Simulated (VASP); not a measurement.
A run of VASP 6.6.1 is set up as follows.

INCAR

```
PREC = Accurate
ENCUT = 520
EDIFF = 1E-6
ISMEAR = 0
SIGMA = 0.02
LREAL = False
LASPH = True
NELM = 80
ALGO = Normal
ISIF = 2
LWAVE = False
LCHARG = False
GGA = PE
NBANDS = 18
```

KPOINTS

```
Automatic mesh
0
Gamma
  8 8 8
```

File POSCAR:

```
HfO2
1.0
    0.0000000000      2.5488307096      2.5488307096
    2.5488307096      0.0000000000      2.5488307096
    2.5488307096      2.5488307096      0.0000000000
Hf O
1 2
Direct
    0.0000000000      0.0000000000      0.0000000000
    0.7500000000      0.7500000000      0.7500000000
    0.2500000000      0.2500000000      0.2500000000
```

Potentials or basis: VASP PAW PBE potentials, release 64 (Hf_pv, O).

Command:

```console
$ cat potpaw_PBE.64/Hf_pv/POTCAR potpaw_PBE.64/O/POTCAR > POTCAR
$ mpirun -np 1 vasp_std > vasp.out
```

What does it give for the pressure?

-3.6 GPa.

Predict the band gap on the k mesh.

3.76 eV, direct.

Caveat: spin-orbit coupling is left out, which moves the levels of the heavy elements. A k mesh can miss the band edges.
